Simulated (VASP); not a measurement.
Set up this calculation in VASP 6.6.1, as the native input.

| Property | Result |
| --- | --- |
| Task | relaxation of shape and atoms at fixed volume |
| Functional | PBE |
| Potentials or basis | VASP PAW PBE potentials, release 64 (Re, Sb) |
| Cutoff | 600 eV |
| k mesh | 10 × 10 × 6 |
| Occupations | gaussian, width 0.05 eV |
| Spin | no spin polarisation |
| Dipole correction | no |
| Further INCAR settings | ALGO = Normal; EDIFF = 1e-06; IBRION = 2; EDIFFG = -0.01; NSW = 60; ISIF = 4 |

The structure of ReSb lies in POSCAR:

```
ReSb
1.0
    4.3879640499      0.0000000000      0.0000000000
   -2.1939820249      3.8000883381      0.0000000000
    0.0000000000      0.0000000000      5.1631287550
Re Sb
2 2
Direct
    0.0000000000      0.0000000000      0.0000000000
    0.0000000000      0.0000000000      0.5000000000
    0.3333333333      0.6666666667      0.2500000000
    0.6666666667      0.3333333333      0.7500000000
```

These files were run (other wordings do the same):

INCAR

```
PREC = Accurate
ENCUT = 600
EDIFF = 1E-6
ISMEAR = 0
SIGMA = 0.05
LREAL = F
LASPH = T
NELM = 100
ALGO = Normal
ISIF = 4
LWAVE = F
LCHARG = F
GGA = PE
IBRION = 2
NSW = 60
EDIFFG = -0.01
```

KPOINTS

```
regular mesh
0
Gamma
  10 10 6
```

Potentials or basis: VASP PAW PBE potentials, release 64 (Re, Sb).

Launch:

```sh
$ cat potpaw_PBE.64/Re/POTCAR potpaw_PBE.64/Sb/POTCAR > POTCAR
$ mpirun -np 1 vasp_std > vasp.out
```

It gave:

```yaml
Energy_gained_by_relaxing: 0.3 meV/atom
Ionic_steps: 2
Pressure_after_relaxing: -5.8 GPa
Band_gap_on_the_k_mesh: zero (bands 12 and 13 overlap by 0.85 eV)
```

Caveat: spin-orbit coupling is left out, which moves the levels of the heavy elements.

Wall time 98 s on 1 thread of Intel(R) Xeon(R) Platinum 8375C CPU @ 2.90GHz (Ice Lake), on a shared host, peak memory 0.29 GiB.
